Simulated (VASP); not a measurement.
# Al3B2P (P-3m1) in VASP: relaxation of cell and atoms with PBE

Aim: the relaxation of cell and atoms of Al3B2P with PBE.

All numbers are computed with VASP 6.6.1; they aren't measurements. Logs are shortened: lines on timing, memory, paths and dates and some standing lists are left out, and cuts for length are marked.

## (1) The cell of the first run

The structure is trigonal, space group P-3m1 (No. 164). Conventional cell: a = 3.362 Å, b = 3.362 Å, c = 7.943 Å, α = 90.00°, β = 90.00°, γ = 120.00°. Within 3.0 Å of Al (site symmetry 3m) lie 3 B at 2.26 Å and 3 P at 2.57 Å and 3 Al at 2.99 Å. Within 3.0 Å of Al (site symmetry -3m) lie 6 B at 2.24 Å and 6 Al at 2.99 Å. B (site symmetry 3m) has 6 Al at 2.24 to 2.26 Å and 3 B at 2.96 Å within 3.0 Å. P (site symmetry -3m) has 6 Al at 2.57 Å and 6 P at 3.36 Å and 6 B at 3.45 Å within 3.5 Å.

The cell was generated, and may not be a known phase.

## (2) Relaxation of cell and atoms, PBE

The input, INCAR:

```
  ALGO = Normal
  EDIFF = 1E-6
  EDIFFG = -0.01
  ENCUT = 600
  GGA = PE
  IBRION = 2
  ISIF = 3
  ISMEAR = 0
  LASPH = True
  LCHARG = False
  LREAL = False
  LWAVE = False
  NELM = 60
  NSW = 100
  PREC = Accurate
  SIGMA = 0.1
```

The input, KPOINTS:

```
k-points
0
Gamma
  12 12 6
```

The input, POSCAR:

```
Al3B2P
1.0
    3.3620364416      0.0000000000      0.0000000000
   -1.6810182208      2.9116089669      0.0000000000
    0.0000000000      0.0000000000      7.9428058627
Al B P
3 2 1
Direct
    0.3333333333      0.6666666667      0.2128715880
    0.6666666667      0.3333333333      0.7871284120
    0.0000000000      0.0000000000      0.5000000000
    0.3333333333      0.6666666667      0.6405162737
    0.6666666667      0.3333333333      0.3594837263
    0.0000000000      0.0000000000      0.0000000000
```

Potentials or basis: VASP PAW PBE potentials, release 64 (Al, B, P).

Run with:

```console
> cat potpaw_PBE.64/Al/POTCAR potpaw_PBE.64/B/POTCAR potpaw_PBE.64/P/POTCAR > POTCAR
> mpirun -np 1 vasp_std > vasp.out
```

OUTCAR:

```text
EDIFF = 1E-6
   EDIFFG = -0.01
   ENCUT = 600
   GGA = PE
   IBRION = 2
   ISIF = 3
   ISMEAR = 0
   LASPH = True
   LREAL = False
   NELM = 60
   NSW = 100
   PREC = Accurate

 ion  position               nearest neighbor table
   1  0.333  0.667  0.213-   5 2.26   5 2.26   5 2.26   6 2.57   6 2.57   6 2.57   3 2.99   3 2.99
                             3 2.99
   2  0.667  0.333  0.787-   4 2.26   4 2.26   4 2.26   6 2.57   6 2.57   6 2.57   3 2.99   3 2.99
                             3 2.99
   3  0.000  0.000  0.500-   4 2.24   5 2.24   5 2.24   4 2.24   5 2.24   4 2.24   1 2.99   2 2.99
                             1 2.99   2 2.99   2 2.99   1 2.99
   4  0.333  0.667  0.641-   3 2.24   3 2.24   3 2.24   2 2.26   2 2.26   2 2.26
   5  0.667  0.333  0.359-   3 2.24   3 2.24   3 2.24   1 2.26   1 2.26   1 2.26
   6  0.000  0.000  0.000-   1 2.57   2 2.57   2 2.57   1 2.57   2 2.57   1 2.57

  LATTYP: Found a hexagonal cell.
 ALAT       =     3.3620364416
 C/A-ratio  =     2.3624984442

  Lattice vectors:

 A1 = (   3.3620364416,   0.0000000000,   0.0000000000)
 A2 = (  -1.6810182208,   2.9116089669,   0.0000000000)
 A3 = (   0.0000000000,   0.0000000000,   7.9428058627)

Analysis of symmetry for initial positions (statically):
=====================================================================
 Subroutine PRICEL returns:
 Original cell was already a primitive cell.

 Routine SETGRP: Setting up the symmetry group for a
 hexagonal supercell.

 Subroutine GETGRP returns: Found 12 space group operations
 (whereof 12 operations were pure point group operations)
 out of a pool of 24 trial point group operations.

The static configuration has the point symmetry D_3d.

Analysis of symmetry for dynamics (positions and initial velocities):
=====================================================================
 Subroutine PRICEL returns:
 Original cell was already a primitive cell.

 Routine SETGRP: Setting up the symmetry group for a
 hexagonal supercell.

 Subroutine GETGRP returns: Found 12 space group operations
 (whereof 12 operations were pure point group operations)
 out of a pool of 24 trial point group operations.

The dynamic configuration has the point symmetry D_3d.

 Subroutine INISYM returns: Found 12 space group operations
 (whereof 12 operations are pure point group operations),
 and found     1 'primitive' translations

----------------------------------------------------------------------------------------

                                     Primitive cell
[... 122 lines left out ...]
  Thomas-Fermi vector in A             =   2.175762
   LORBIT       =      0    0 simple, 1 ext, 2 COOP (PROOUT), +10 PAW based schemes
   GGA     = PE    functional components
   LHFCALC =     F    Hartree Fock is set to
   AEXX    =    0.0000 exact exchange contribution
   IVDW    =     0    specifies the selected vdW correction
   LEPSILON=     F    determine dielectric tensor
   LRPA    =     F    only Hartree local field effects (RPA)
 conjugate gradient relaxation of ions
 non-spin polarized calculation
 Gauss-broadening in eV      SIGMA  =   0.10
  energy-cutoff  :      600.00
  volume of cell :       77.75
 maximum number of plane-waves:      2648
 NGX is ok and might be reduce to    28
   NGX = 13   NGY = 13   NGZ = 31

--------------------------------------- Ionic step        1  -------------------------------------------

 number of electron      19.9999999 magnetization

 Free energy of the ion-electron system (eV)
  ---------------------------------------------------
  ext. energy  EPLUGINS =         0.00000000
  ---------------------------------------------------
  free energy    TOTEN  =       -28.24272272 eV

  energy without entropy =      -28.23177056  energy(sigma->0) =      -28.23724664

------------------------ aborting loop because EDIFF is reached ----------------------------------------

  FORCE on cell =-STRESS in cart. coord.  units (eV):
  Direction    XX          YY          ZZ          XY          YZ          ZX
  --------------------------------------------------------------------------------------
  -------------------------------------------------------------------------------------
  Total       -0.1742757     -0.1742757      0.3233915      0.0000000      0.0000000     -0.0000000
  in kB       -3.5911859     -3.5911859      6.6639196      0.0000000      0.0000000     -0.0000000
  external PRESSURE =      -0.1728174 kB  Pullay stress =       0.0000000 kB
[... 307 lines left out ...]
--------------------------------------- Ionic step        9  -------------------------------------------

 number of electron      20.0000000 magnetization

 Free energy of the ion-electron system (eV)
  ---------------------------------------------------
  ext. energy  EPLUGINS =         0.00000000
  ---------------------------------------------------
  free energy    TOTEN  =       -28.25177245 eV

  energy without entropy =      -28.24214148  energy(sigma->0) =      -28.24695696

 E-fermi :   7.3912     XC(G=0): -10.7514

 val. band max:        7.3788827687   @ k =   0.3333   0.2500   0.3333
 cond. band min:       7.3914953086   @ k =   0.2500   0.2500   0.5000
 fundamental gap:      0.0126125398
 Fermi energy:         7.3912489985

 k-point     1 :       0.0000    0.0000    0.0000
  band No.  band energies     occupation
      1      -5.5014      2.00000
      2      -3.5639      2.00000
      3      -2.4928      2.00000
      4       3.1030      2.00000
      5       3.4143      2.00000
      6       8.2697      0.00000
      7       8.2697      0.00000
      8       8.3416      0.00000
      9       8.3416      0.00000
     10       9.1684      0.00000
     11       9.1684      0.00000
     12      10.0402      0.00000
     13      12.9671      0.00000
     14      13.2894      0.00000
[... 377 lines left out ...]
      1      -5.0405      2.00000
      2      -3.3802      2.00000
      3      -1.7113      2.00000
      4       2.4277      2.00000
      5       4.7169      2.00000
      6       5.8426      2.00000
      7       6.5387      2.00000
      8       7.0859      1.99998
      9       7.6771      0.00005
     10       8.0952      0.00000
     11       8.7962      0.00000
     12       9.2591      0.00000
     13      10.9555      0.00000
     14      13.1950      0.00000

 [... further k-points ...]

------------------------ aborting loop because EDIFF is reached ----------------------------------------

  FORCE on cell =-STRESS in cart. coord.  units (eV):
  Direction    XX          YY          ZZ          XY          YZ          ZX
  --------------------------------------------------------------------------------------
  -------------------------------------------------------------------------------------
  Total        0.0029921      0.0029921      0.0237371      0.0000000      0.0000000     -0.0000000
  in kB        0.0616595      0.0616595      0.4891543      0.0000000      0.0000000     -0.0000000
  external PRESSURE =       0.2041577 kB  Pullay stress =       0.0000000 kB
[... 21 lines left out ...]
  FREE ENERGIE OF THE ION-ELECTRON SYSTEM (eV)
  ---------------------------------------------------
  free  energy   TOTEN  =       -28.2517724512 eV

  energy  without entropy=      -28.2421414765  energy(sigma->0) =      -28.24695696

 reached required accuracy - stopping structural energy minimisation
```

OSZICAR:

```text
N       E                     dE             d eps       ncg     rms          rms(c)
DAV:   1     0.412705315839E+02    0.41271E+02   -0.89124E+03  2800   0.134E+03
DAV:   2    -0.272453672805E+02   -0.68516E+02   -0.66432E+02  3806   0.173E+02
[... 60 lines left out ...]
   8 F= -.28251712E+02 E0= -.28246884E+02  d E =-.187030E-03
       N       E                     dE             d eps       ncg     rms          rms(c)
DAV:   1    -0.282517882846E+02   -0.75388E-04   -0.12928E-03  3202   0.250E-01    0.261E-02
DAV:   2    -0.282517793897E+02    0.88949E-05   -0.27738E-04  3546   0.977E-02    0.964E-03
DAV:   3    -0.282517724002E+02    0.69895E-05   -0.42014E-05  3422   0.412E-02    0.524E-03
DAV:   4    -0.282517724512E+02   -0.51037E-07   -0.52167E-06  3382   0.160E-02
   9 F= -.28251772E+02 E0= -.28246957E+02  d E =-.603163E-04
```

CONTCAR:

```text
Al3B2P
   1.00000000000000
     3.3503866919954879    0.0000000000000000   -0.0000000000000000
    -1.6751933459977439    2.9015199877944999    0.0000000000000000
     0.0000000000000000   -0.0000000000000000    7.9978318128714427
  Al              B               P
     3     2     1
Direct
     0.3333333332999970    0.6666666667000030    0.2113106973480499
     0.6666666667000030    0.3333333332999970    0.7886893026519500
     0.0000000000000000    0.0000000000000000    0.5000000000000000
     0.3333333332999970    0.6666666667000030    0.6451815777206296
     0.6666666667000030    0.3333333332999970    0.3548184222793702
     0.0000000000000000    0.0000000000000000    1.0000000000000000

  0.00000000E+00  0.00000000E+00  0.00000000E+00
  0.00000000E+00  0.00000000E+00  0.00000000E+00
  0.00000000E+00  0.00000000E+00  0.00000000E+00
  0.00000000E+00  0.00000000E+00  0.00000000E+00
  0.00000000E+00  0.00000000E+00  0.00000000E+00
  0.00000000E+00  0.00000000E+00  0.00000000E+00
```

Wall time 13 min (1 thread of Intel Xeon 8259CL, shared host); peak memory 0.31 GiB.

What came out:

* Free energy: -28.2518 eV
* Energy gained by relaxing: 1.5 meV/atom
* Ionic steps: 9
* Pressure after relaxing: 0.0 GPa
* Largest force after relaxing: 0.006 eV/Å
* Band gap on the k mesh: zero (bands 10 and 11 overlap by 3.25 eV)

Forces in eV/Å, atoms in the order of the input:
```
Al   0.000  0.000 -0.006
Al   0.000  0.000  0.006
Al   0.000  0.000  0.000
B    0.000  0.000 -0.002
B    0.000  0.000  0.002
P    0.000  0.000  0.000
```

Step by step:
```csv
step,energy change (eV),largest force (eV/Å),pressure (GPa),volume (Å³)
1,0.0000,0.1829,-0.02,77.75
2,-0.0040,0.1404,0.02,77.74
3,-0.0081,0.0423,0.11,77.70
4,-0.0081,0.0441,0.11,77.69
5,-0.0088,0.0318,-0.12,77.84
6,-0.0088,0.0283,-0.20,77.90
7,-0.0090,0.0129,0.12,77.68
8,-0.0090,0.0169,0.05,77.73
9,-0.0090,0.0058,0.02,77.75
```

Final structure:
```yaml
crystal:
  lattice:
    - [3.35039, 0.00000, 0.00000]
    - [-1.67519, 2.90152, 0.00000]
    - [0.00000, 0.00000, 7.99783]
  atoms:
    - { symbol: Al, position: [0.33333, 0.66667, 0.21131] }
    - { symbol: Al, position: [0.66667, 0.33333, 0.78869] }
    - { symbol: Al, position: [0.00000, 0.00000, 0.50000] }
    - { symbol: B, position: [0.33333, 0.66667, 0.64518] }
    - { symbol: B, position: [0.66667, 0.33333, 0.35482] }
    - { symbol: P, position: [0.00000, 0.00000, 0.00000] }
```
